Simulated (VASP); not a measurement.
# CeO2 (R-3m) in VASP: notebook

The runs below take CeO2 through single point, with revPBE, LDA.

Everything below comes from runs of VASP 6.6.1. Logs are shortened: lines on timing, memory, paths and dates and some standing lists are left out, and cuts for length are marked.

### Step 1. The cell of the first run

The typed cell holds 3 atoms: a = 3.864 Å, b = 3.864 Å, c = 3.864 Å, α = 59.98°, β = 59.98°, γ = 59.98°.

### Step 2. Single point, revPBE

INCAR

```
SYSTEM = CeO2
  PREC = Accurate
  ENCUT = 520
  EDIFF = 1E-7
  ISMEAR = 0
  SIGMA = 0.05
  LREAL = .FALSE.
  LASPH = .TRUE.
  NELM = 60
  ALGO = Normal
  ISIF = 2
  LWAVE = .FALSE.
  LCHARG = .FALSE.
  GGA = RE
  NBANDS = 19
```

KPOINTS

```
Automatic mesh
0
G
  10 10 10
  0 0 0
```

POSCAR

```
CeO2
1.0
    1.9316244551      1.1152238991      3.1555473298
   -1.9316244551      1.1152238991      3.1555473298
    0.0000000000     -2.2304477983      3.1555473297
Ce O
1 2
Direct
    0.0000000000      0.0000000000      0.0000000000
    0.2499945096      0.2499945096      0.2499945096
    0.7500054904      0.7500054904      0.7500054904
```

Potentials or basis: VASP PAW PBE potentials, release 64 (Ce, O).

Started as:

```bash
cat potpaw_PBE.64/Ce/POTCAR potpaw_PBE.64/O/POTCAR > POTCAR
mpirun -np 1 vasp_std > vasp.out
```

OUTCAR:

```text
SYSTEM = CeO2
   PREC = Accurate
   ENCUT = 520
   EDIFF = 1E-7
   ISMEAR = 0
   LREAL = .FALSE.
   LASPH = .TRUE.
   NELM = 60
   ISIF = 2
   GGA = RE

 ion  position               nearest neighbor table
   1  0.000  0.000  0.000-   3 2.37   2 2.37   3 2.37   3 2.37   2 2.37   2 2.37   3 2.37   2 2.37

   2  0.250  0.250  0.250-   1 2.37   1 2.37   1 2.37   1 2.37
   3  0.750  0.750  0.750-   1 2.37   1 2.37   1 2.37   1 2.37

  LATTYP: Found a trigonal (rhomboedric) cell.
 ALAT       =     3.8642433064
 COS(alpha) =     0.5002572996

  Lattice vectors:

 A1 = (   1.9316244551,   1.1152238991,   3.1555473298)
 A2 = (  -1.9316244551,   1.1152238991,   3.1555473298)
 A3 = (   0.0000000000,  -2.2304477983,   3.1555473297)

Analysis of symmetry for initial positions (statically):
=====================================================================
 Subroutine PRICEL returns:
 Original cell was already a primitive cell.

 Routine SETGRP: Setting up the symmetry group for a
 trigonal (rhombohedral) supercell.

 Subroutine GETGRP returns: Found 12 space group operations
 (whereof 12 operations were pure point group operations)
 out of a pool of 12 trial point group operations.

The static configuration has the point symmetry D_3d.

Analysis of symmetry for dynamics (positions and initial velocities):
=====================================================================
 Subroutine PRICEL returns:
 Original cell was already a primitive cell.

 Routine SETGRP: Setting up the symmetry group for a
 trigonal (rhombohedral) supercell.

 Subroutine GETGRP returns: Found 12 space group operations
 (whereof 12 operations were pure point group operations)
 out of a pool of 12 trial point group operations.

The dynamic configuration has the point symmetry D_3d.

 Subroutine INISYM returns: Found 12 space group operations
 (whereof 12 operations are pure point group operations),
 and found     1 'primitive' translations

----------------------------------------------------------------------------------------

                                     Primitive cell

  volume of cell :      40.7860

  direct lattice vectors                    reciprocal lattice vectors
     1.931624455  1.115223899  3.155547330     0.258849487  0.149446821  0.105634078
    -1.931624455  1.115223899  3.155547330    -0.258849487  0.149446821  0.105634078
     0.000000000 -2.230447798  3.155547330     0.000000000 -0.298893642  0.105634078

  length of vectors
     3.864243306  3.864243306  3.864243306     0.317010990  0.317010990  0.317010990

  position of ions in fractional coordinates (direct lattice)
     0.000000000  0.000000000  0.000000000
     0.249994510  0.249994510  0.249994510
     0.750005490  0.750005490  0.750005490

  ion indices of the primitive-cell ions
   primitive index   ion index
                 1           1
                 2           2
                 3           3

----------------------------------------------------------------------------------------

 KPOINTS: Automatic mesh

Automatic generation of k-mesh.
 Grid dimensions read from file:
 generate k-points for:   10   10   10

 Generating k-lattice:

  Cartesian coordinates                     Fractional coordinates (reciprocal lattice)
     0.025884949  0.014944682  0.010563408     0.100000000 -0.000000000  0.000000000
    -0.025884949  0.014944682  0.010563408    -0.000000000  0.100000000  0.000000000
     0.000000000 -0.029889364  0.010563408     0.000000000  0.000000000  0.100000000

  Length of vectors
     0.031701099  0.031701099  0.031701099

  Shift w.r.t. Gamma in fractional coordinates (k-lattice)
     0.000000000  0.000000000  0.000000000

 Subroutine IBZKPT returns following result:
 ===========================================

 Found    116 irreducible k-points:

 Following reciprocal coordinates:
            Coordinates               Weight
  0.000000  0.000000  0.000000      1.000000
  0.100000 -0.000000 -0.000000      6.000000
  0.200000 -0.000000 -0.000000      6.000000
  0.300000  0.000000 -0.000000      6.000000
  0.400000  0.000000 -0.000000      6.000000
  0.500000 -0.000000 -0.000000      3.000000
[... 16 lines left out ...]
  0.300000  0.300000 -0.000000      6.000000
  0.400000  0.300000  0.000000     12.000000
 [... further k-points ...]
   k-points           NKPTS =    116   k-points in BZ     NKDIM =    116   number of bands    NBANDS=     19
   number of dos      NEDOS =    301   number of ions     NIONS =      3
   total plane-waves  NPLWV =  27000
   dimension x,y,z NGX =    30 NGY =   30 NGZ =   30
   dimension x,y,z NGXF=    60 NGYF=   60 NGZF=   60
   ions per type =               1   2
   NGX,Y,Z   is equivalent  to a cutoff of  12.91, 12.91, 12.91 a.u.
   NGXF,Y,Z  is equivalent  to a cutoff of  25.81, 25.81, 25.81 a.u.
 SYSTEM =  CeO2
   PREC   = accura    normal or accurate (medium, high low for compatibility)
   ISTART =      0    job   : 0-new  1-cont  2-samecut
   ICHARG =      2    charge: 1-file 2-atom 10-const
   ISPIN  =      1    spin polarized calculation?
   LNONCOLLINEAR =      F non collinear calculations
   LSORBIT =      F    spin-orbit coupling
   LASPH  =      T    aspherical Exc in radial PAW
   ENCUT  =  520.0 eV  38.22 Ry    6.18 a.u.   7.18  7.18  7.18*2*pi/ulx,y,z
   NELM   =     60;   NELMIN=  2; NELMDL= -5     # of ELM steps
   EDIFF  = 0.1E-06   stopping-criterion for ELM
   LREAL  =      F    real-space projection
   EDIFFG = 0.1E-05   stopping-criterion for IOM
   NSW    =      0    number of steps for IOM
   IBRION =     -1    ionic relax: 0-MD 1-quasi-New 2-CG
   NFREE  =      0    steps in history (QN), initial steepest desc. (CG)
   ISIF   =      2    stress and relaxation
   ISYM   =      2    0-nonsym 1-usesym 2-fastsym
   POTIM  = 0.5000    time-step for ionic-motion
   TEBEG  =    0.0;   TEEND  =   0.0 temperature during run
   PSTRESS=    0.0 pullay stress
   NELECT =      24.0000    total number of electrons
   NUPDOWN=      -1.0000    fix difference up-down
   EMIN   =  10.00;   EMAX   =-10.00  energy-range for DOS
   EFERMI =   0.00;   METHOD = LEGACY
   ISMEAR =     0;   SIGMA  =   0.05  broadening in eV -4-tet -1-fermi 0-gaus
   EFERMI_NEDOS =   21; number of points for ismear=-14 and -15
   IALGO  =     38    algorithm
   IMIX   =      4    mixing-type and parameters
     AMIX     =   0.40;   BMIX     =  1.00
     AMIX_MAG =   1.60;   BMIX_MAG =  1.00
  volume/ion in A,a.u.               =      13.60        91.75
  Fermi-wavevector in a.u.,A,eV,Ry     =   1.371855  2.592431 25.605991  1.881987
  Thomas-Fermi vector in A             =   2.497515
   LORBIT       =      0    0 simple, 1 ext, 2 COOP (PROOUT), +10 PAW based schemes
   GGA     = RE    functional components
   LHFCALC =     F    Hartree Fock is set to
   AEXX    =    0.0000 exact exchange contribution
   IVDW    =     0    specifies the selected vdW correction
   LEPSILON=     F    determine dielectric tensor
   LRPA    =     F    only Hartree local field effects (RPA)
 non-spin polarized calculation
 Gauss-broadening in eV      SIGMA  =   0.05
  energy-cutoff  :      520.00
  volume of cell :       40.79
 maximum number of plane-waves:      1113
 NGX is ok and might be reduce to    30
   NGX = 15   NGY = 15   NGZ = 15

 number of electron      23.9999992 magnetization

 Free energy of the ion-electron system (eV)
  ---------------------------------------------------
  ext. energy  EPLUGINS =         0.00000000
  ---------------------------------------------------
  free energy    TOTEN  =       -25.11216601 eV

  energy without entropy =      -25.11216601  energy(sigma->0) =      -25.11216601

 E-fermi :   5.3263     XC(G=0): -10.9973

 val. band max:        5.1200428935   @ k =  -0.4000   0.3000   0.3000
 cond. band min:       7.0137767870   @ k =   0.5000   0.5000   0.5000
 fundamental gap:      1.8937338935
 Fermi energy:         5.3263229146

 k-point     1 :       0.0000    0.0000    0.0000
  band No.  band energies     occupation
      1     -27.3500      2.00000
      2     -11.1900      2.00000
      3     -10.2598      2.00000
      4      -9.5346      2.00000
      5      -9.5345      2.00000
      6      -9.5345      2.00000
[... 11 lines left out ...]
     18       7.9445      0.00000
     19       7.9445      0.00000

 k-point     2 :       0.1000   -0.0000   -0.0000
  band No.  band energies     occupation
      1     -27.3334      2.00000
      2     -11.5388      2.00000
      3     -10.3323      2.00000
      4      -9.5563      2.00000
      5      -9.5563      2.00000
      6      -9.1717      2.00000
[... 11 lines left out ...]
     18       7.8841      0.00000
     19       7.8848      0.00000

 k-point     3 :       0.2000   -0.0000   -0.0000
  band No.  band energies     occupation
      1     -27.2884      2.00000
      2     -12.1469      2.00000
      3     -10.5410      2.00000
      4      -9.6121      2.00000
      5      -9.6120      2.00000
      6      -8.4885      2.00000
[... 11 lines left out ...]
     18       7.7862      0.00000
     19       7.7869      0.00000

 k-point     4 :       0.3000    0.0000   -0.0000
  band No.  band energies     occupation
      1     -27.2316      2.00000
      2     -12.6907      2.00000
      3     -10.7814      2.00000
      4      -9.6793      2.00000
      5      -9.6791      2.00000
      6      -7.8366      2.00000
[... 407 lines left out ...]
     18       7.5853      0.00000
     19       7.7551      0.00000

 k-point    23 :       0.3000    0.3000   -0.0000
  band No.  band energies     occupation
      1     -27.1920      2.00000
      2     -12.9658      2.00000
      3     -10.7407      2.00000
      4      -9.8973      2.00000
      5      -9.8970      2.00000
      6      -7.3686      2.00000
[... 11 lines left out ...]
     18       7.6350      0.00000
     19       7.7786      0.00000

 k-point    24 :       0.4000    0.3000    0.0000
  band No.  band energies     occupation
      1     -27.1547      2.00000
      2     -13.1616      2.00000
      3     -11.1788      2.00000
      4      -9.9567      2.00000
      5      -9.6029      2.00000
      6      -7.1204      2.00000
[... 11 lines left out ...]
     18       7.6131      0.00000
     19       7.9102      0.00000

 [... further k-points ...]

------------------------ aborting loop because EDIFF is reached ----------------------------------------

  FORCE on cell =-STRESS in cart. coord.  units (eV):
  Direction    XX          YY          ZZ          XY          YZ          ZX
  --------------------------------------------------------------------------------------
  -------------------------------------------------------------------------------------
  Total        0.7086912      0.7086912      0.6993093      0.0000000      0.0000000     -0.0000000
  in kB       27.8392112     27.8392112     27.4706652      0.0000000      0.0000000     -0.0000000
  external PRESSURE =      27.7163626 kB  Pullay stress =       0.0000000 kB

 VOLUME and BASIS-vectors are now :
 -----------------------------------------------------------------------------
  energy-cutoff  :      520.00
  volume of cell :       40.79
      direct lattice vectors                 reciprocal lattice vectors
     1.931624455  1.115223899  3.155547330     0.258849487  0.149446821  0.105634078
    -1.931624455  1.115223899  3.155547330    -0.258849487  0.149446821  0.105634078
     0.000000000 -2.230447798  3.155547330     0.000000000 -0.298893642  0.105634078

 POSITION                                       TOTAL-FORCE (eV/Angst)
 -----------------------------------------------------------------------------------
      0.00000      0.00000      0.00000         0.000000     -0.000000     -0.000000
      0.00000     -0.00000      2.36661         0.000000     -0.000000      0.000077
      0.00000     -0.00000      7.10003         0.000000      0.000000     -0.000077
 -----------------------------------------------------------------------------------
    total drift:                               -0.000000     -0.000000      0.000000

  FREE ENERGIE OF THE ION-ELECTRON SYSTEM (eV)
  ---------------------------------------------------
  free  energy   TOTEN  =       -25.1121660083 eV

  energy  without entropy=      -25.1121660083  energy(sigma->0) =      -25.11216601
```

It took 1.9 min on 1 thread of AMD EPYC 9R45 (Zen 5), shared host; peak memory 0.22 GiB.

Results:

- Free energy: -25.1122 eV
- Pressure: 2.8 GPa
- Band gap on the k mesh: 1.89 eV (least direct gap 1.96 eV)

Caveat: the PAW data sets were made with another functional, which shifts forces and pressure a little; spin-orbit coupling is left out, which moves the levels of the heavy elements.

### Step 3. Single point, LDA

INCAR

```
SYSTEM = CeO2
PREC     = Accurate       ! precision mode
ENCUT    = 520            ! plane-wave cutoff, eV
EDIFF    = 1E-6           ! SCF threshold, eV
ISMEAR   = 0              ! smearing method
SIGMA    = 0.05           ! smearing width, eV
LREAL    = .FALSE.        ! projectors in reciprocal space
LASPH    = .TRUE.         ! aspherical terms in the spheres
NELM     = 100            ! most SCF steps
ALGO     = Normal         ! electronic algorithm
ISIF     = 2              ! what is computed and relaxed
LWAVE    = .FALSE.        ! write WAVECAR
LCHARG   = .FALSE.        ! write CHGCAR
GGA      = CA             ! functional
NBANDS   = 19             ! bands
```

KPOINTS is that of step 2.

POSCAR is that of step 2.

Potentials or basis: VASP PAW LDA potentials, release 64 (Ce, O).

Started as:

```bash
cat potpaw_LDA.64/Ce/POTCAR potpaw_LDA.64/O/POTCAR > POTCAR
mpirun -np 1 vasp_std > vasp.out
```

OUTCAR:

```text
SYSTEM = CeO2
   PREC = Accurate
   ENCUT = 520
   EDIFF = 1E-6
   ISMEAR = 0
   LREAL = .FALSE.
   LASPH = .TRUE.
   NELM = 100
   ISIF = 2
   GGA = CA

 ion  position               nearest neighbor table
   1  0.000  0.000  0.000-   3 2.37   2 2.37   3 2.37   3 2.37   2 2.37   2 2.37   3 2.37   2 2.37

   2  0.250  0.250  0.250-   1 2.37   1 2.37   1 2.37   1 2.37
   3  0.750  0.750  0.750-   1 2.37   1 2.37   1 2.37   1 2.37

  LATTYP: Found a trigonal (rhomboedric) cell.
 ALAT       =     3.8642433064
 COS(alpha) =     0.5002572996

  Lattice vectors:

 A1 = (   1.9316244551,   1.1152238991,   3.1555473298)
 A2 = (  -1.9316244551,   1.1152238991,   3.1555473298)
 A3 = (   0.0000000000,  -2.2304477983,   3.1555473297)

Analysis of symmetry for initial positions (statically):
=====================================================================
 Subroutine PRICEL returns:
 Original cell was already a primitive cell.

 Routine SETGRP: Setting up the symmetry group for a
 trigonal (rhombohedral) supercell.

 Subroutine GETGRP returns: Found 12 space group operations
[... 166 lines left out ...]
  energy without entropy =      -28.78305081  energy(sigma->0) =      -28.78305081

 E-fermi :   4.9397     XC(G=0): -11.6621

 val. band max:        4.6428433193   @ k =  -0.4000   0.3000   0.3000
 cond. band min:       6.4495270186   @ k =   0.5000   0.5000   0.5000
 fundamental gap:      1.8066836994
 Fermi energy:         4.9397072832

 k-point     1 :       0.0000    0.0000    0.0000
  band No.  band energies     occupation
      1     -27.5530      2.00000
      2     -11.2943      2.00000
      3     -10.2937      2.00000
      4      -9.8036      2.00000
      5      -9.8036      2.00000
      6      -9.8036      2.00000
[... 505 lines left out ...]
      6      -7.2425      2.00000
[... 11 lines left out ...]
     18       7.0525      0.00000
     19       7.3670      0.00000

 [... further k-points ...]

------------------------ aborting loop because EDIFF is reached ----------------------------------------

  FORCE on cell =-STRESS in cart. coord.  units (eV):
  Direction    XX          YY          ZZ          XY          YZ          ZX
  --------------------------------------------------------------------------------------
  -------------------------------------------------------------------------------------
  Total       -2.5637497     -2.5637497     -2.5732611      0.0000000     -0.0000000      0.0000000
  in kB     -100.7106714   -100.7106714   -101.0843045      0.0000000     -0.0000000      0.0000000
  external PRESSURE =    -100.8352158 kB  Pullay stress =       0.0000000 kB

 VOLUME and BASIS-vectors are now :
 -----------------------------------------------------------------------------
  energy-cutoff  :      520.00
  volume of cell :       40.79
      direct lattice vectors                 reciprocal lattice vectors
     1.931624455  1.115223899  3.155547330     0.258849487  0.149446821  0.105634078
    -1.931624455  1.115223899  3.155547330    -0.258849487  0.149446821  0.105634078
     0.000000000 -2.230447798  3.155547330     0.000000000 -0.298893642  0.105634078

 POSITION                                       TOTAL-FORCE (eV/Angst)
 -----------------------------------------------------------------------------------
      0.00000      0.00000      0.00000         0.000000      0.000000      0.000000
      0.00000     -0.00000      2.36661         0.000000     -0.000000      0.000382
      0.00000     -0.00000      7.10003         0.000000      0.000000     -0.000382
 -----------------------------------------------------------------------------------
    total drift:                               -0.000000     -0.000000      0.000000

  FREE ENERGIE OF THE ION-ELECTRON SYSTEM (eV)
  ---------------------------------------------------
  free  energy   TOTEN  =       -28.7830508071 eV

  energy  without entropy=      -28.7830508071  energy(sigma->0) =      -28.78305081
```

OSZICAR:

```text
N       E                     dE             d eps       ncg     rms          rms(c)
DAV:   1     0.220362425774E+03    0.22036E+03   -0.11441E+04  4472   0.156E+03
DAV:   2     0.377984340183E+01   -0.21658E+03   -0.18845E+03  5671   0.278E+02
DAV:   3    -0.329548699933E+02   -0.36735E+02   -0.34585E+02  5252   0.135E+02
[... 24 lines left out ...]
DAV:  28    -0.287831568572E+02    0.57564E-04   -0.17880E-03  6097   0.539E-01    0.526E+00
DAV:  29    -0.287830514300E+02    0.10543E-03   -0.47687E-04  4825   0.291E-01    0.711E-01
DAV:  30    -0.287830594602E+02   -0.80302E-05   -0.11496E-04  6148   0.125E-01    0.158E+00
DAV:  31    -0.287830499999E+02    0.94602E-05   -0.26066E-05  5316   0.682E-02    0.637E-02
DAV:  32    -0.287830508071E+02   -0.80716E-06   -0.29185E-06  4433   0.202E-02
   1 F= -.28783051E+02 E0= -.28783051E+02  d E =-.161410E-18
```

stdout:

```text
POSCAR found type information on POSCAR CeO
 POSCAR found :  2 types and       3 ions
 scaLAPACK will be used
 LDA part: xc-table for (Slater(with rela. corr.)+CA(PZ))
 , standard interpolation
 POSCAR, INCAR and KPOINTS ok, starting setup
 FFT: planning ... GRIDC
 FFT: planning ... GRID_SOFT
 FFT: planning ... GRID
 WAVECAR not read
 entering main loop
```

Run time: 2.9 min. Hardware: 1 thread of AMD EPYC 9R45 (Zen 5), shared host; peak memory 0.21 GiB.

What came out:

```
Free energy            : -28.7831 eV
Pressure               : -10.1 GPa
Band gap on the k mesh : 1.81 eV (least direct gap 1.88 eV)
```

Levels at points of the mesh, in eV from the valence-band top:
```csv
k point,band 10,band 11,band 12,band 13,band 14,band 15
"(0.00, 0.00, 0.00)",-0.58,-0.58,-0.58,2.09,2.09,2.09
"(0.50, 0.00, 0.00)",-1.19,-0.78,-0.77,1.81,1.97,1.97
"(0.50, 0.50, 0.00)",-0.73,-0.73,-0.58,1.82,1.94,1.94
"(0.50, 0.50, 0.50)",-1.19,-0.78,-0.78,1.81,1.97,1.97
```

Caveat: the cell stands under tension; spin-orbit coupling is left out, which moves the levels of the heavy elements. A k mesh can miss the band edges.
